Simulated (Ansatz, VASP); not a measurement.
# Two plane-wave programs on CuRu

```
Cu Ru
1.0
     2.93126    0.00000    0.00000
     0.00000    2.93126    0.00000
     0.00000    0.00000    2.93126
Cu Ru
1 1
Direct
  0.00000 0.00000 0.00000
  0.50000 0.50000 0.50000
```

Alike in both runs: functional r2SCAN; k mesh 6 × 6 × 6; occupations gaussian, width 0.1 eV; no spin polarisation.

Ansatz relaxed the structure, and its values are those at the end. VASP's run is a single point on that final structure, the one shown.

|  | VASP | Ansatz |
| --- | --- | --- |
| version | VASP 6.6.1 | Ansatz 0.2.0 |
| potentials or method | VASP PAW PBE potentials, release 64 (Cu, Ru_pv), cutoff 520 eV | scalar-relativistic, plane waves, PAW |
| valence electrons in the cell | 25 | 35 |

|  | VASP | Ansatz | Ansatz less VASP |
| --- | --- | --- | --- |
| gap on the k mesh at the Fermi level (eV) | none | none | - |
| pressure (GPa) | 0.7 | -0.3 | -0.98 |

VASP's potentials were made for PBE, not for r2SCAN. A gap of «none» marks a metal or a gap that the smearing closes. With one functional, cell and mesh, what is left measures potentials, basis and numerics. VASP's potentials hold 25 valence electrons a cell and Ansatz's 35, so a difference there can come from the potentials and not from the codes.
